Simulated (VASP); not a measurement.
Write the native input for VASP 6.6.1 that does the following.

| Property | Result |
| --- | --- |
| Task | single point |
| Functional | PBE |
| Potentials or basis | VASP PAW PBE potentials, release 64 (C) |
| Cutoff | 520 eV |
| k mesh | 16 × 16 × 9 |
| Occupations | fermi-dirac, width 0.05 eV |
| Spin | no spin polarisation |
| Dipole correction | no |
| Further INCAR settings | ALGO = Normal; EDIFF = 1e-07; NBANDS = 11 |

The structure of C lies in POSCAR:

```
C
1.0
    2.1003865828      0.0000000000      0.0000000000
   -1.0501932914      1.8189881384      0.0000000000
    0.0000000000      0.0000000000      3.4026262641
C
2
Direct
    0.1933333333      0.5966666667      0.1450000000
    0.8066666667      0.4033333333      0.8550000000
```

This cell differs from its parent crystal: shortest bond scaled by 0.58.

One way to write it, as run:

INCAR

```
PREC = Accurate
ENCUT = 520
EDIFF = 1E-7
ISMEAR = -1
SIGMA = 0.05
LREAL = False
LASPH = True
NELM = 80
ALGO = Normal
ISIF = 2
LWAVE = False
LCHARG = True
GGA = PE
LELF = True
LVHAR = True
NBANDS = 11
```

KPOINTS

```
regular mesh
0
Gamma
  16 16 9
```

Potentials or basis: VASP PAW PBE potentials, release 64 (C).

Run with:

```console
$ cat potpaw_PBE.64/C/POTCAR > POTCAR
$ mpirun -np 1 vasp_std > vasp.out
```

Results of the run:

- Pressure: 113.3 GPa
- Largest force: 11.018 eV/Å
- Band gap on the k mesh: zero (band 4 reaches 13.13 eV, above the bottom of band 5 at 5.90 eV)

Caveat: the cell differs from its parent crystal (shortest bond scaled by 0.58); forces of over 1 eV/Å act on the atoms, so gaps and moduli don't describe the material at rest.

Wall time 36 s on 1 thread of AMD EPYC 9R45 96-Core Processor (Zen 5), on a shared host, peak memory 0.14 GiB.
